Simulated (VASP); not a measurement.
Write the native input for VASP 6.6.1 that does the following.

```yaml
Task: single point
Functional: PBE
Potentials_or_basis: VASP PAW PBE potentials, release 64 (Pd)
Cutoff: 520 eV
k_mesh: 12 × 12 × 12
Occupations: fermi-dirac, width 0.05 eV
Spin: no spin polarisation
Dipole_correction: no
Further_INCAR_settings: ALGO = Normal; EDIFF = 1e-07; NBANDS = 11
```

The structure of Pd lies in POSCAR:

```
Pd
1.0
   -1.6031178681      1.6031178681      1.6031178681
    1.6031178681     -1.6031178681      1.6031178681
    1.6031178681      1.6031178681     -1.6031178681
Pd
1
Direct
    0.0000000000      0.0000000000      0.0000000000
```

This cell differs from its parent crystal: volume scaled by 1.06.

The input as run:

INCAR

```
PREC = Accurate
ENCUT = 520
EDIFF = 1E-7
ISMEAR = -1
SIGMA = 0.05
LREAL = False
LASPH = True
NELM = 100
ALGO = Normal
ISIF = 2
LWAVE = False
LCHARG = True
GGA = PE
LELF = True
LVHAR = True
NBANDS = 11
```

KPOINTS

```
regular mesh
0
Gamma
  12 12 12
```

Potentials or basis: VASP PAW PBE potentials, release 64 (Pd).

The run is started by

```bash
$ cat potpaw_PBE.64/Pd/POTCAR > POTCAR
$ mpirun -np 1 vasp_std > vasp.out
```

Results of the run:

| Item | Value |
| --- | --- |
| Pressure | -9.1 GPa |
| Band gap on the k mesh | zero (band 5 reaches 8.52 eV, above the bottom of band 6 at 7.13 eV) |

Run time: 4.7 s on 1 thread of Intel(R) Xeon(R) 6975P-C (Granite Rapids), with other jobs on the host, peak memory 0.14 GiB.
